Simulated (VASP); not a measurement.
# Ag: single point with PBE

The system is Ag.

```
Ag
1.0
    -2.46415    2.46415    1.30133
     2.46415   -2.46415    1.30133
     2.46415    2.46415   -1.30133
Ag
2
Cartesian
  0.0000 -1.2321 -0.3253
  0.0000 1.2321 0.3253
```

```json
{
  "Program": "VASP 6.6.1",
  "Task": "single point",
  "Functional": "PBE",
  "Potentials or basis": "VASP PAW PBE potentials, release 64 (Ag)",
  "Cutoff": "520 eV",
  "k mesh": "15 × 15 × 15",
  "Occupations": "fermi-dirac, width 0.1 eV",
  "Spin": "no spin polarisation",
  "Dipole correction": "no",
  "Further INCAR settings": "ALGO = Normal; EDIFF = 1e-06; NBANDS = 18"
}
```

```json
{
 "Pressure": "30.5 GPa",
 "Band gap on the k mesh": "zero (bands 11 and 12 overlap by 6.09 eV)"
}
```

Levels at points of the mesh, in eV from the Fermi level:
| k point | band 8 | band 9 | band 10 | band 11 | band 12 | band 13 | band 14 | band 15 |
| --- | --- | --- | --- | --- | --- | --- | --- | --- |
| (0.00, 0.00, 0.00) | -3.78 | -3.78 | -2.90 | -2.11 | 4.49 | 4.49 | 10.91 | 11.48 |

Wall time 55 s on 1 thread of Intel(R) Xeon(R) 6975P-C (Granite Rapids) (shared host), peak memory 0.26 GiB.

Caveat: the cell stands under pressure.
